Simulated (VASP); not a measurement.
# KMgF3 (Pm-3m) in VASP: settings compared

The runs below take KMgF3 through single point, with PBEsol, PBE, r2SCAN.

Program: VASP 6.6.1. These are calculated values, not measurements. Logs are shortened: lines on timing, memory, paths and dates and some standing lists are left out, and cuts for length are marked.

## (1) The cell of the first run

Symmetry: Pm-3m, No. 221, cubic system. The conventional cell has a = 3.992 Å, b = 3.992 Å, c = 3.992 Å, α = 90.00°, β = 90.00°, γ = 90.00°. K (site symmetry m-3m) has 12 F at 2.82 Å and 8 Mg at 3.46 Å within 3.7 Å. Within 2.6 Å of Mg (site symmetry m-3m) lie 6 F at 2.00 Å. F (site symmetry 4/mmm) has 2 Mg at 2.00 Å within 2.6 Å.

## (2) Single point, PBEsol

INCAR reads:

```
PREC = Accurate ; ENCUT = 520
EDIFF = 1E-7 ; ISMEAR = -1
SIGMA = 0.02 ; LREAL = False
LASPH = True ; NELM = 100
ALGO = Normal ; ISIF = 2
LWAVE = False ; LCHARG = False
GGA = PS ; NBANDS = 24
```

KPOINTS reads:

```
Automatic mesh
0
Gamma
  6 6 6
```

POSCAR reads:

```
KMgF3
1.0
    3.9916986008      0.0000000000      0.0000000000
    0.0000000000      3.9916986008      0.0000000000
    0.0000000000      0.0000000000      3.9916986008
K Mg F
1 1 3
Direct
    0.0000000000      0.0000000000      0.0000000000
    0.5000000000      0.5000000000      0.5000000000
    0.5000000000      0.5000000000      0.0000000000
    0.5000000000      0.0000000000      0.5000000000
    0.0000000000      0.5000000000      0.5000000000
```

Potentials or basis: VASP PAW PBE potentials, release 64 (K_sv, Mg, F).

The run is started by

```console
> cat potpaw_PBE.64/K_sv/POTCAR potpaw_PBE.64/Mg/POTCAR potpaw_PBE.64/F/POTCAR > POTCAR
> mpirun -np 1 vasp_std > vasp.out
```

OUTCAR:

```text
PREC = Accurate
   ENCUT = 520
   EDIFF = 1E-7
   ISMEAR = -1
   LREAL = False
   LASPH = True
   NELM = 100
   ISIF = 2
   GGA = PS

 ion  position               nearest neighbor table
   1  0.000  0.000  0.000-   3 2.82   4 2.82   5 2.82   4 2.82   5 2.82   3 2.82   5 2.82   5 2.82
                             3 2.82   4 2.82   4 2.82   3 2.82   2 3.46   2 3.46   2 3.46   2 3.46
   2  0.500  0.500  0.500-   3 2.00   4 2.00   5 2.00   3 2.00   4 2.00   5 2.00   1 3.46   1 3.46
                             1 3.46   1 3.46   1 3.46   1 3.46   1 3.46   1 3.46
   3  0.500  0.500  0.000-   2 2.00   2 2.00   1 2.82   1 2.82   1 2.82   1 2.82
   4  0.500  0.000  0.500-   2 2.00   2 2.00   1 2.82   1 2.82   1 2.82   1 2.82
   5  0.000  0.500  0.500-   2 2.00   2 2.00   1 2.82   1 2.82   1 2.82   1 2.82

  LATTYP: Found a simple cubic cell.
 ALAT       =     3.9916986008

  Lattice vectors:

 A1 = (   3.9916986008,   0.0000000000,   0.0000000000)
 A2 = (   0.0000000000,   3.9916986008,   0.0000000000)
 A3 = (   0.0000000000,   0.0000000000,   3.9916986008)

Analysis of symmetry for initial positions (statically):
=====================================================================
 Subroutine PRICEL returns:
 Original cell was already a primitive cell.

 Routine SETGRP: Setting up the symmetry group for a
 simple cubic supercell.

 Subroutine GETGRP returns: Found 48 space group operations
 (whereof 48 operations were pure point group operations)
 out of a pool of 48 trial point group operations.

The static configuration has the point symmetry O_h .

Analysis of symmetry for dynamics (positions and initial velocities):
=====================================================================
 Subroutine PRICEL returns:
 Original cell was already a primitive cell.

 Routine SETGRP: Setting up the symmetry group for a
 simple cubic supercell.

 Subroutine GETGRP returns: Found 48 space group operations
 (whereof 48 operations were pure point group operations)
 out of a pool of 48 trial point group operations.

The dynamic configuration has the point symmetry O_h .

 Subroutine INISYM returns: Found 48 space group operations
 (whereof 48 operations are pure point group operations),
 and found     1 'primitive' translations

----------------------------------------------------------------------------------------

                                     Primitive cell

  volume of cell :      63.6024

  direct lattice vectors                    reciprocal lattice vectors
     3.991698601  0.000000000  0.000000000     0.250519916  0.000000000  0.000000000
     0.000000000  3.991698601  0.000000000     0.000000000  0.250519916  0.000000000
     0.000000000  0.000000000  3.991698601     0.000000000  0.000000000  0.250519916

  length of vectors
     3.991698601  3.991698601  3.991698601     0.250519916  0.250519916  0.250519916

  position of ions in fractional coordinates (direct lattice)
     0.000000000  0.000000000  0.000000000
     0.500000000  0.500000000  0.500000000
     0.500000000  0.500000000  0.000000000
     0.500000000  0.000000000  0.500000000
     0.000000000  0.500000000  0.500000000

  ion indices of the primitive-cell ions
   primitive index   ion index
                 1           1
                 2           2
                 3           3
                 4           4
                 5           5

----------------------------------------------------------------------------------------

 KPOINTS: Automatic mesh

Automatic generation of k-mesh.
 Grid dimensions read from file:
 generate k-points for:    6    6    6

 Generating k-lattice:

  Cartesian coordinates                     Fractional coordinates (reciprocal lattice)
     0.041753319  0.000000000  0.000000000     0.166666667  0.000000000  0.000000000
     0.000000000  0.041753319  0.000000000     0.000000000  0.166666667  0.000000000
     0.000000000  0.000000000  0.041753319     0.000000000  0.000000000  0.166666667

  Length of vectors
     0.041753319  0.041753319  0.041753319

  Shift w.r.t. Gamma in fractional coordinates (k-lattice)
     0.000000000  0.000000000  0.000000000

 Subroutine IBZKPT returns following result:
 ===========================================

 Found     20 irreducible k-points:

 Following reciprocal coordinates:
            Coordinates               Weight
  0.000000  0.000000  0.000000      1.000000
  0.166667  0.000000  0.000000      6.000000
  0.333333  0.000000  0.000000      6.000000
  0.500000  0.000000  0.000000      3.000000
  0.166667  0.166667  0.000000     12.000000
  0.333333  0.166667  0.000000     24.000000
[... 12 lines left out ...]
  0.500000  0.500000  0.333333      6.000000
  0.500000  0.500000  0.500000      1.000000
   k-points           NKPTS =     20   k-points in BZ     NKDIM =     20   number of bands    NBANDS=     24
   number of dos      NEDOS =    301   number of ions     NIONS =      5
   total plane-waves  NPLWV =  27000
   dimension x,y,z NGX =    30 NGY =   30 NGZ =   30
   dimension x,y,z NGXF=    60 NGYF=   60 NGZF=   60
   ions per type =               1   1   3
   NGX,Y,Z   is equivalent  to a cutoff of  12.49, 12.49, 12.49 a.u.
   NGXF,Y,Z  is equivalent  to a cutoff of  24.99, 24.99, 24.99 a.u.
 SYSTEM =  unknown system
   PREC   = accura    normal or accurate (medium, high low for compatibility)
   ISTART =      0    job   : 0-new  1-cont  2-samecut
   ICHARG =      2    charge: 1-file 2-atom 10-const
   ISPIN  =      1    spin polarized calculation?
   LNONCOLLINEAR =      F non collinear calculations
   LSORBIT =      F    spin-orbit coupling
   LASPH  =      T    aspherical Exc in radial PAW
   ENCUT  =  520.0 eV  38.22 Ry    6.18 a.u.   7.42  7.42  7.42*2*pi/ulx,y,z
   NELM   =    100;   NELMIN=  2; NELMDL= -5     # of ELM steps
   EDIFF  = 0.1E-06   stopping-criterion for ELM
   LREAL  =      F    real-space projection
   EDIFFG = 0.1E-05   stopping-criterion for IOM
   NSW    =      0    number of steps for IOM
   IBRION =     -1    ionic relax: 0-MD 1-quasi-New 2-CG
   NFREE  =      0    steps in history (QN), initial steepest desc. (CG)
   ISIF   =      2    stress and relaxation
   ISYM   =      2    0-nonsym 1-usesym 2-fastsym
   POTIM  = 0.5000    time-step for ionic-motion
   TEBEG  =    0.0;   TEEND  =   0.0 temperature during run
   PSTRESS=    0.0 pullay stress
   NELECT =      32.0000    total number of electrons
   NUPDOWN=      -1.0000    fix difference up-down
   EMIN   =  10.00;   EMAX   =-10.00  energy-range for DOS
   EFERMI =   0.00;   METHOD = LEGACY
   ISMEAR =    -1;   SIGMA  =   0.02  broadening in eV -4-tet -1-fermi 0-gaus
   EFERMI_NEDOS =   21; number of points for ismear=-14 and -15
   IALGO  =     38    algorithm
   IMIX   =      4    mixing-type and parameters
     AMIX     =   0.40;   BMIX     =  1.00
     AMIX_MAG =   1.60;   BMIX_MAG =  1.00
  volume/ion in A,a.u.               =      12.72        85.84
  Fermi-wavevector in a.u.,A,eV,Ry     =   1.302068  2.460552 23.067069  1.695382
  Thomas-Fermi vector in A             =   2.433161
   LORBIT       =      0    0 simple, 1 ext, 2 COOP (PROOUT), +10 PAW based schemes
   GGA     = PS    functional components
   LHFCALC =     F    Hartree Fock is set to
   AEXX    =    0.0000 exact exchange contribution
   IVDW    =     0    specifies the selected vdW correction
   LEPSILON=     F    determine dielectric tensor
   LRPA    =     F    only Hartree local field effects (RPA)
 non-spin polarized calculation
  energy-cutoff  :      520.00
  volume of cell :       63.60
 maximum number of plane-waves:      1743
 NGX is ok and might be reduce to    30
   NGX = 15   NGY = 15   NGZ = 15

 number of electron      31.9999958 magnetization

 Free energy of the ion-electron system (eV)
  ---------------------------------------------------
  ext. energy  EPLUGINS =         0.00000000
  ---------------------------------------------------
  free energy    TOTEN  =       -25.26304631 eV

  energy without entropy =      -25.26304631  energy(sigma->0) =      -25.26304631

 E-fermi :  -1.1832     XC(G=0):  -9.9221

 val. band max:       -1.7284217788   @ k =   0.5000   0.5000   0.5000
 cond. band min:       5.3623900027   @ k =   0.0000   0.0000   0.0000
 fundamental gap:      7.0908117815
 Fermi energy:        -1.1831994110

 k-point     1 :       0.0000    0.0000    0.0000
  band No.  band energies     occupation
      1     -27.2136      2.00000
      2     -21.7281      2.00000
      3     -21.0646      2.00000
      4     -21.0646      2.00000
      5     -10.7776      2.00000
      6     -10.7776      2.00000
[... 16 lines left out ...]
     23      12.0884      0.00000
     24      14.9445      0.00000

 k-point     2 :       0.1667    0.0000    0.0000
  band No.  band energies     occupation
      1     -27.2064      2.00000
      2     -21.6980      2.00000
      3     -21.1022      2.00000
      4     -21.0620      2.00000
      5     -10.7737      2.00000
      6     -10.7633      2.00000
[... 16 lines left out ...]
     23      12.0827      0.00000
     24      14.8348      0.00000

 k-point     3 :       0.3333    0.0000    0.0000
  band No.  band energies     occupation
      1     -27.1917      2.00000
      2     -21.6234      2.00000
      3     -21.1914      2.00000
      4     -21.0574      2.00000
      5     -10.7661      2.00000
      6     -10.7343      2.00000
[... 16 lines left out ...]
     23      12.0664      0.00000
     24      14.4801      0.00000
[... 406 lines left out ...]
 k-point    19 :       0.5000    0.5000    0.3333
  band No.  band energies     occupation
      1     -27.1531      2.00000
      2     -21.2630      2.00000
      3     -21.2549      2.00000
      4     -21.2549      2.00000
      5     -10.9410      2.00000
      6     -10.9410      2.00000
[... 16 lines left out ...]
     23      12.8151      0.00000
     24      12.8151      0.00000

 k-point    20 :       0.5000    0.5000    0.5000
  band No.  band energies     occupation
      1     -27.1495      2.00000
      2     -21.2499      2.00000
      3     -21.2499      2.00000
      4     -21.2499      2.00000
      5     -10.9696      2.00000
      6     -10.9696      2.00000
[... 16 lines left out ...]
     23      13.1806      0.00000
     24      13.1806      0.00000

------------------------ aborting loop because EDIFF is reached ----------------------------------------

  FORCE on cell =-STRESS in cart. coord.  units (eV):
  Direction    XX          YY          ZZ          XY          YZ          ZX
  --------------------------------------------------------------------------------------
  -------------------------------------------------------------------------------------
  Total       -0.1562147     -0.1562147     -0.1562147     -0.0000000      0.0000000     -0.0000000
  in kB       -3.9351307     -3.9351307     -3.9351307     -0.0000000      0.0000000     -0.0000000
  external PRESSURE =      -3.9351307 kB  Pullay stress =       0.0000000 kB

 VOLUME and BASIS-vectors are now :
 -----------------------------------------------------------------------------
  energy-cutoff  :      520.00
  volume of cell :       63.60
      direct lattice vectors                 reciprocal lattice vectors
     3.991698601  0.000000000  0.000000000     0.250519916  0.000000000  0.000000000
     0.000000000  3.991698601  0.000000000     0.000000000  0.250519916  0.000000000
     0.000000000  0.000000000  3.991698601     0.000000000  0.000000000  0.250519916

 POSITION                                       TOTAL-FORCE (eV/Angst)
 -----------------------------------------------------------------------------------
      0.00000      0.00000      0.00000         0.000000      0.000000      0.000000
      1.99585      1.99585      1.99585         0.000000      0.000000      0.000000
      1.99585      1.99585      0.00000         0.000000      0.000000      0.000000
      1.99585      0.00000      1.99585         0.000000      0.000000      0.000000
      0.00000      1.99585      1.99585         0.000000      0.000000      0.000000
 -----------------------------------------------------------------------------------
    total drift:                                0.000000      0.000000     -0.000000

  FREE ENERGIE OF THE ION-ELECTRON SYSTEM (eV)
  ---------------------------------------------------
  free  energy   TOTEN  =       -25.2630463066 eV

  energy  without entropy=      -25.2630463066  energy(sigma->0) =      -25.26304631
```

Wall time 40 s (1 thread of Intel Xeon Platinum 8488C (Sapphire Rapids), shared host); peak memory 0.18 GiB.

Results:

```yaml
Free_energy: -25.2630 eV
Pressure: -0.4 GPa
Band_gap_on_the_k_mesh: 7.09 eV (least direct gap 7.42 eV)
```

Caveat: the PAW data sets were made with another functional, which shifts forces and pressure a little.

## (3) Single point, PBE

This run uses another cell than the first one, of 13.32 Å³/atom.

INCAR reads:

```
SYSTEM = KMgF3
PREC = Accurate
ENCUT = 520
EDIFF = 1E-7
ISMEAR = -1
SIGMA = 0.02
LREAL = .FALSE.
LASPH = .TRUE.
NELM = 100
ALGO = Normal
ISIF = 2
LWAVE = .FALSE.
LCHARG = .TRUE.
GGA = PE
LELF = .TRUE.
LVHAR = .TRUE.
NBANDS = 24
```

KPOINTS reads:

```
Automatic mesh
0
G
  6 6 6
  0 0 0
```

Edit POSCAR of step 2 so:

```diff
@@ -2,5 +2,5 @@
 1.0
-    3.9916986008      0.0000000000      0.0000000000
-    0.0000000000      3.9916986008      0.0000000000
-    0.0000000000      0.0000000000      3.9916986008
+    4.0538640590      0.0000000000      0.0000000000
+    0.0000000000      4.0538640590      0.0000000000
+    0.0000000000      0.0000000000      4.0538640590
 K Mg F
```

Potentials or basis: VASP PAW PBE potentials, release 64 (K_sv, Mg, F).

The run is started by

```console
> cat potpaw_PBE.64/K_sv/POTCAR potpaw_PBE.64/Mg/POTCAR potpaw_PBE.64/F/POTCAR > POTCAR
> mpirun -np 1 vasp_std > vasp.out
```

OUTCAR:

```text
SYSTEM = KMgF3
   PREC = Accurate
   ENCUT = 520
   EDIFF = 1E-7
   ISMEAR = -1
   LREAL = .FALSE.
   LASPH = .TRUE.
   NELM = 100
   ISIF = 2
   GGA = PE

 ion  position               nearest neighbor table
   1  0.000  0.000  0.000-   2 3.51   2 3.51   2 3.51   2 3.51   2 3.51   2 3.51   2 3.51   2 3.51

   2  0.500  0.500  0.500-   3 2.03   4 2.03   5 2.03   3 2.03   4 2.03   5 2.03   1 3.51   1 3.51
                             1 3.51   1 3.51   1 3.51   1 3.51   1 3.51   1 3.51
   3  0.500  0.500  0.000-   2 2.03   2 2.03
   4  0.500  0.000  0.500-   2 2.03   2 2.03
   5  0.000  0.500  0.500-   2 2.03   2 2.03

  LATTYP: Found a simple cubic cell.
 ALAT       =     4.0538640590

  Lattice vectors:

 A1 = (   4.0538640590,   0.0000000000,   0.0000000000)
 A2 = (   0.0000000000,   4.0538640590,   0.0000000000)
 A3 = (   0.0000000000,   0.0000000000,   4.0538640590)

Analysis of symmetry for initial positions (statically):
=====================================================================
 Subroutine PRICEL returns:
 Original cell was already a primitive cell.
[... 169 lines left out ...]

 E-fermi :  -1.3217     XC(G=0):  -9.4347

 val. band max:       -1.8490679454   @ k =   0.5000   0.5000   0.5000
 cond. band min:       5.0818305710   @ k =   0.0000   0.0000   0.0000
 fundamental gap:      6.9308985163
 Fermi energy:        -1.3216857648

 k-point     1 :       0.0000    0.0000    0.0000
  band No.  band energies     occupation
      1     -27.6091      2.00000
      2     -21.8379      2.00000
      3     -21.2484      2.00000
      4     -21.2484      2.00000
      5     -11.0943      2.00000
      6     -11.0943      2.00000
[... 529 lines left out ...]
     23      12.6376      0.00000
     24      12.8139      0.00000

------------------------ aborting loop because EDIFF is reached ----------------------------------------

  FORCE on cell =-STRESS in cart. coord.  units (eV):
  Direction    XX          YY          ZZ          XY          YZ          ZX
  --------------------------------------------------------------------------------------
  -------------------------------------------------------------------------------------
  Total       -0.1675831     -0.1675831     -0.1675831      0.0000000     -0.0000000      0.0000000
  in kB       -4.0302627     -4.0302627     -4.0302627      0.0000000     -0.0000000      0.0000000
  external PRESSURE =      -4.0302627 kB  Pullay stress =       0.0000000 kB

 VOLUME and BASIS-vectors are now :
 -----------------------------------------------------------------------------
  energy-cutoff  :      520.00
  volume of cell :       66.62
      direct lattice vectors                 reciprocal lattice vectors
     4.053864059  0.000000000  0.000000000     0.246678227  0.000000000  0.000000000
     0.000000000  4.053864059  0.000000000     0.000000000  0.246678227  0.000000000
     0.000000000  0.000000000  4.053864059     0.000000000  0.000000000  0.246678227

 POSITION                                       TOTAL-FORCE (eV/Angst)
 -----------------------------------------------------------------------------------
      0.00000      0.00000      0.00000         0.000000      0.000000      0.000000
      2.02693      2.02693      2.02693         0.000000      0.000000      0.000000
      2.02693      2.02693      0.00000         0.000000      0.000000      0.000000
      2.02693      0.00000      2.02693         0.000000      0.000000      0.000000
      0.00000      2.02693      2.02693         0.000000      0.000000      0.000000
 -----------------------------------------------------------------------------------
    total drift:                                0.000000      0.000000     -0.000000

  FREE ENERGIE OF THE ION-ELECTRON SYSTEM (eV)
  ---------------------------------------------------
  free  energy   TOTEN  =       -24.4498370104 eV

  energy  without entropy=      -24.4498370104  energy(sigma->0) =      -24.44983701
```

OSZICAR:

```text
N       E                     dE             d eps       ncg     rms          rms(c)
DAV:   1     0.219153515971E+03    0.21915E+03   -0.17150E+04   960   0.129E+03
DAV:   2    -0.155013438473E+02   -0.23465E+03   -0.22569E+03  1224   0.336E+02
DAV:   3    -0.263611716158E+02   -0.10860E+02   -0.10815E+02  1288   0.674E+01
DAV:   4    -0.266708745674E+02   -0.30970E+00   -0.30966E+00  1320   0.957E+00
DAV:   5    -0.266729202881E+02   -0.20457E-02   -0.20457E-02  1272   0.750E-01    0.895E+00
DAV:   6    -0.244613561201E+02    0.22116E+01   -0.73657E+00  1168   0.187E+01    0.385E+00
DAV:   7    -0.244513129043E+02    0.10043E-01   -0.20526E-01  1144   0.271E+00    0.226E+00
DAV:   8    -0.244494747987E+02    0.18381E-02   -0.69652E-02  1200   0.242E+00    0.279E-01
DAV:   9    -0.244495058458E+02   -0.31047E-04   -0.11948E-02  1288   0.749E-01    0.140E-01
DAV:  10    -0.244498575912E+02   -0.35175E-03   -0.93154E-04  1104   0.192E-01    0.853E-02
DAV:  11    -0.244498361355E+02    0.21456E-04   -0.75690E-05  1160   0.636E-02    0.416E-02
DAV:  12    -0.244498369034E+02   -0.76791E-06   -0.21563E-05  1056   0.332E-02    0.373E-03
DAV:  13    -0.244498370752E+02   -0.17177E-06   -0.13314E-06  1296   0.750E-03    0.153E-03
DAV:  14    -0.244498370104E+02    0.64825E-07   -0.15072E-07  1000   0.230E-03
   1 F= -.24449837E+02 E0= -.24449837E+02  d E =-.221130E-12
```

Wall time 30 s (1 thread of Intel Xeon Platinum 8488C (Sapphire Rapids), shared host); peak memory 0.18 GiB.

What came out:

| Item | Value |
| --- | --- |
| Free energy | -24.4498 eV |
| Pressure | -0.4 GPa |
| Band gap on the k mesh | 6.93 eV (least direct gap 7.25 eV) |

A k mesh can miss the band edges.

(Part 1 of 2 ends here.)
